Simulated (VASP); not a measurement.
TePb: single point with PBE

Crystal: TePb.

```
Pb Te
1.0
     4.00229    0.00000    0.00000
     0.00000    4.00229    0.00000
     0.00000    0.00000    4.00229
Pb Te
1 1
Cartesian
  0.0000 0.0000 0.0000
  2.0011 2.0011 2.0011
```

- Program: VASP 6.6.1
- Task: single point
- Functional: PBE
- Potentials or basis: VASP PAW PBE potentials, release 64 (Pb_d, Te)
- Cutoff: 520 eV
- k mesh: 5 × 5 × 5
- Occupations: fermi-dirac, width 0.05 eV
- Spin: non-collinear spin, zero start, spin-orbit coupling
- Starting moments: [[0.0, 0.0, 0.0], [0.0, 0.0, 0.0]] μB

| Property | Result |
| --- | --- |
| Pressure | 0.0 GPa |
| Net moment | 0.00 μB per cell |
| Valence electrons inside the program's atomic spheres | Pb 11.84; Te 3.35 |

Moments on the atoms (μB; x, y, z):
```
Pb  0.00 0.00 0.00
Te  0.00 0.00 0.00
```

Run time: 44 s on 1 thread of Intel(R) Xeon(R) Platinum 8488C (Sapphire Rapids), on a shared host, peak memory 0.28 GiB.
